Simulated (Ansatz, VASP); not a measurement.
## Ru in VASP and in Ansatz

Contents of INCAR:

```
  PREC = Accurate
  ENCUT = 500
  EDIFF = 1E-6
  ISMEAR = 0
  SIGMA = 0.15
  LREAL = False
  LASPH = True
  NELM = 120
  ALGO = Normal
  ISIF = 2
  LWAVE = False
  LCHARG = False
  GGA = PE
  NBANDS = 21
  GGA_COMPAT = False
```

KPOINTS

```
Automatic mesh
0
Gamma
  24 24 12
```

The input POSCAR:

```
Ru
1.0
    2.7057993342      0.0000000000      0.0000000000
   -1.3528996671      2.3432909610      0.0000000000
    0.0000000000      0.0000000000      4.2819000000
Ru
2
Direct
    0.2224603664      0.6666666667      0.2500000000
    0.6666666667      0.3333333333      0.7500000000
```

Input for Ansatz:

```yaml
crystal:
  lattice:
    - [2.7057993342, 0.0, 0.0]
    - [-1.3528996671, 2.343290961, 0.0]
    - [0.0, 0.0, 4.2819]
  atoms:
    - { symbol: Ru, position: [0.2224603664, 0.6666666667, 0.25] }
    - { symbol: Ru, position: [0.6666666667, 0.3333333333, 0.75] }
basis:
  ecutwfc: 420
kpoints:
  mp_grid: { grid: [24, 24, 12] }
hamiltonian:
  xc: pbe
scf:
  occupations: { method: gaussian, width: 0.15 }
output:
  forces: true
  stress: true
  eigenvalues: true
  write_density: true
  write_potential: true
  elf: true
  volumetric_format: npy
```

Alike in both runs: task single point; functional PBE; k mesh 24 × 24 × 12; occupations gaussian, width 0.15 eV; no spin polarisation.

|  | VASP | Ansatz |
| --- | --- | --- |
| version | VASP 6.6.1 | Ansatz 0.2.0 |
| potentials or method | VASP PAW PBE potentials, release 64 (Ru_pv), cutoff 500 eV | scalar-relativistic, plane waves, PAW |
| valence electrons in the cell | 28 | 32 |

```tsv
	VASP	Ansatz	Ansatz less VASP
gap on the k mesh at the Fermi level (eV)	none	none	-
pressure (GPa)	8.7	8.8	+0.01
traceless stress, the component that is largest in VASP (GPa)	5.34	5.30	-0.033
rms of the force components (eV/Å)	1.160	1.160	-0.0006
```

Atom by atom the forces differ by 0.004 eV/Å (rms over components). A gap of «none» marks a metal or a gap that the smearing closes. VASP's potentials hold 28 valence electrons a cell and Ansatz's 32, so a difference there can come from the potentials and not from the codes.
